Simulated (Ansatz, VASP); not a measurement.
## One calculation of Hg, two programs

INCAR

```
SYSTEM = Hg
PREC = Accurate
ENCUT = 520
EDIFF = 1E-6
ISMEAR = 0
SIGMA = 0.1
LREAL = .FALSE.
LASPH = .TRUE.
NELM = 80
ALGO = Normal
ISIF = 2
LWAVE = .FALSE.
LCHARG = .FALSE.
GGA = CA
NBANDS = 19
```

The input KPOINTS:

```
regular mesh
0
G
  8 4 8
  0 0 0
```

File POSCAR:

```
Hg
1.0
    3.4133030000      0.0000000000      0.0000000000
    0.0000000000      5.4991270000      0.0000000000
   -1.6998550000      0.0000000000      3.0241260000
Hg
2
Direct
    0.6515600000      0.2500000000      0.8042280000
    0.3484400000      0.7500000000      0.1957720000
```

Input for Ansatz:

```yaml
crystal:
  lattice:
    - [3.413303, 0.0, 0.0]
    - [0.0, 5.499127, 0.0]
    - [-1.699855, 0.0, 3.024126]
  atoms:
    - { symbol: Hg, position: [0.65156, 0.25, 0.804228] }
    - { symbol: Hg, position: [0.34844, 0.75, 0.195772] }
kpoints:
  mp_grid:
    grid: [8, 4, 8]
hamiltonian:
  xc: lda
scf:
  occupations:
    method: gaussian
    width: 0.1
output:
  forces: true
  stress: true
  eigenvalues: true
```

Alike in both runs: task single point; functional LDA; k mesh 8 × 4 × 8; occupations gaussian, width 0.1 eV; no spin polarisation.

|  | VASP | Ansatz |
| --- | --- | --- |
| version | VASP 6.6.1 | Ansatz 0.2.0 |
| potentials or method | VASP PAW LDA potentials, release 64 (Hg) | plane waves, PAW |
| plane-wave cutoff (eV) | 520 | 420 |
| valence electrons in the cell | 24 | 40 |

VASP gave:

| Quantity | Value |
| --- | --- |
| gap on the k mesh at the Fermi level (eV) | none |
| pressure (GPa) | -4.1 |
| traceless stress, the component that is largest in VASP (GPa) | -0.18 |
| rms of the force components (eV/Å) | 0.004 |

Task: What did Ansatz give for the same quantities?

Result: gap on the k mesh at the Fermi level (eV): none; pressure (GPa): -4.2; traceless stress, the component that is largest in VASP (GPa): -0.14; rms of the force components (eV/Å): 0.004.

LDA's correlation is that of Perdew and Zunger in VASP and of Perdew and Wang (1992) in Ansatz. Atom by atom the forces differ by 0.000 eV/Å (rms over components). A gap of «none» marks a metal or a gap that the smearing closes. VASP's potentials hold 24 valence electrons a cell and Ansatz's 40, so a difference there can come from the potentials and not from the codes.

Spin-orbit coupling is off throughout.
